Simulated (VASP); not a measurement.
**Bi2Te3: single point with PBE**

**Measured values to compare with.**

From “Vacancy and Antisite-Induced Ferromagnetism in Liquid-Phase Exfoliated Bi2Te3”, 2024, arxiv:2412.10539, for a bulk crystal of Bi2Te3: band gap 0.17 eV.

Crystal: Bi2Te3.

```
CELL_PARAMETERS angstrom
2.22327 1.28361 10.72289
-2.22327 1.28361 10.72289
0.00000 -2.56722 10.72289
ATOMIC_POSITIONS crystal
Bi 0.39721 0.39721 0.39721
Bi 0.60279 0.60279 0.60279
Te 0.00000 0.00000 0.00000
Te 0.21603 0.21603 0.21603
Te 0.78397 0.78397 0.78397
```

```yaml
Program: VASP 6.6.1
Task: single point
Functional: PBE
Potentials_or_basis: VASP PAW PBE potentials, release 64 (Bi_d, Te)
Cutoff: 520 eV
k_mesh: 12 × 12 × 12
Occupations: gaussian, width 0.02 eV
Spin: no spin polarisation
```

```
Pressure               : 0.0 GPa
Largest force          : 0.009 eV/Å
Band gap on the k mesh : 0.54 eV
```

Forces on the atoms (eV/Å):
```
Bi   0.000  0.000 -0.008
Bi   0.000  0.000  0.008
Te   0.000  0.000  0.000
Te   0.000  0.000 -0.009
Te   0.000  0.000  0.009
```

Levels at points of the mesh, in eV from the valence-band top:
| k point | band 20 | band 21 | band 22 | band 23 | band 24 | band 25 | band 26 | band 27 | band 28 | band 29 |
| --- | --- | --- | --- | --- | --- | --- | --- | --- | --- | --- |
| (0.00, 0.00, 0.00) | -1.26 | -1.26 | -0.58 | -0.58 | 0.00 | 0.54 | 1.13 | 1.13 | 2.07 | 2.28 |
| (0.50, 0.00, 0.00) | -2.44 | -2.34 | -1.63 | -0.68 | -0.46 | 0.94 | 1.68 | 2.70 | 3.03 | 3.67 |
| (0.50, 0.50, 0.00) | -2.12 | -1.60 | -1.40 | -0.95 | -0.85 | 1.45 | 1.55 | 2.19 | 2.87 | 3.19 |
| (0.50, 0.50, 0.50) | -1.15 | -1.15 | -0.69 | -0.69 | -0.25 | 0.80 | 1.34 | 1.34 | 1.95 | 2.06 |

Wall time 81 min on 1 thread of Intel(R) Xeon(R) 6975P-C (Granite Rapids), on a shared host, peak memory 1.7 GiB.

Measured gap of Bi2Te3: 0.17 eV (quoted in “Vacancy and Antisite-Induced Ferromagnetism in Liquid-Phase Exfoliated Bi2Te3”, 2024, arxiv:2412.10539). This calculation gives 0.54 eV (+0.37 eV). Spin-orbit coupling on Bi, Te is left out. The value is that of PBE on a finite k mesh, which can miss the band edges, without temperature or zero-point motion.

Caveat: spin-orbit coupling is left out, which moves the levels of the heavy elements.
